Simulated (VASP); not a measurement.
Set up this calculation in VASP 6.6.1, as the native input.

```yaml
Task: single point
Functional: PBEsol
Potentials_or_basis: VASP PAW PBE potentials, release 64 (Br)
Cutoff: 520 eV
k_mesh: 11 × 11 × 11
Occupations: methfessel-paxton, width 0.02 eV
Spin: no spin polarisation
Dipole_correction: no
Further_INCAR_settings: ALGO = Normal; EDIFF = 1e-06; NBANDS = 10
```

The structure of Br lies in POSCAR:

```
Br
1.0
   -1.4234917000      1.4234917000      3.5775173700
    1.4234917000     -1.4234917000      3.5775173700
    1.4234917000      1.4234917000     -3.5775173700
Br
1
Direct
    0.0000000000      0.0000000000      0.0000000000
```

One way to write it, as run:

INCAR

```
SYSTEM = Br
  ALGO = Normal
  EDIFF = 1E-6
  ENCUT = 520
  GGA = PS
  ISIF = 2
  ISMEAR = 1
  LASPH = .TRUE.
  LCHARG = .TRUE.
  LELF = .TRUE.
  LREAL = .FALSE.
  LVHAR = .TRUE.
  LWAVE = .FALSE.
  NBANDS = 10
  NELM = 60
  PREC = Accurate
  SIGMA = 0.02
```

KPOINTS

```
k-points
0
G
  11 11 11
  0 0 0
```

Potentials or basis: VASP PAW PBE potentials, release 64 (Br).

The run is started by

```sh
$ cat potpaw_PBE.64/Br/POTCAR > POTCAR
$ mpirun -np 1 vasp_std > vasp.out
```

Results of the run:

```json
{"Pressure": "-1.1 GPa"}
```

Caveat: the PAW data sets were made with another functional, which shifts forces and pressure a little; an odd number of electrons without spin polarisation forces a metal; a magnetic or distorted state may lie lower.

Run time: 14 s on 1 thread of Intel(R) Xeon(R) 6975P-C (Granite Rapids) (shared host), peak memory 0.18 GiB.
